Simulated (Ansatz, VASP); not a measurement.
**AlN in VASP and in Ansatz**

The input INCAR:

```
ALGO = Normal ; EDIFF = 1E-6
ENCUT = 520 ; GGA = PE
ISIF = 2 ; ISMEAR = 0
LASPH = T ; LCHARG = F
LREAL = F ; LWAVE = F
NBANDS = 11 ; NELM = 80
PREC = Accurate ; SIGMA = 0.01
```

File KPOINTS:

```
k-points
0
Gamma
  6 6 6
```

File POSCAR:

```
AlN
1.0
    0.0076169671      2.2016674270      2.2017072290
    2.1681367525     -0.0474019864      2.2566892042
    2.1668937047      2.2556001557     -0.0463614414
Al N
1 1
Direct
   -0.0041264430     -0.0148512098     -0.0020505462
    0.7496691752      0.7324861206      0.7430298444
```

Input for Ansatz:

```yaml
crystal:
  lattice:
    - [0.007616967070647997, 2.201667427008848, 2.2017072290211175]
    - [2.168136752499112, -0.04740198638852683, 2.2566892042030933]
    - [2.1668937047348025, 2.2556001556529557, -0.0463614414370137]
  atoms:
    - { symbol: Al, position: [-0.00412644296926385, -0.014851209833281885, -0.002050546203130105] }
    - { symbol: "N", position: [0.7496691751627046, 0.7324861205972598, 0.743029844447726] }
basis:
  ecutwfc: 450.0
kpoints:
  mp_grid:
    grid: [6, 6, 6]
hamiltonian:
  xc: pbe
scf:
  occupations:
    method: fixed
output:
  forces: true
  stress: true
```

Alike in both runs: task single point; functional PBE; k mesh 6 × 6 × 6; no spin polarisation.

|  | VASP | Ansatz |
| --- | --- | --- |
| version | VASP 6.6.1 | Ansatz 0.2.0 |
| potentials or method | VASP PAW PBE potentials, release 64 (Al, N), cutoff 520 eV | plane waves, PAW |
| occupations | gaussian, width 0.01 eV | fixed |
| valence electrons in the cell | 8 | 8 |

VASP gave:

| Property | Result |
| --- | --- |
| pressure (GPa) | -5.3 |
| traceless stress, the component that is largest in VASP (GPa) | 7.79 |
| rms of the force components (eV/Å) | 0.068 |

Task: Which values does Ansatz return?

Result: Pressure (GPa): -5.0; traceless stress, the component that is largest in VASP (GPa): 7.74; rms of the force components (eV/Å): 0.068.

Atom by atom the forces differ by 0.000 eV/Å (rms over components).
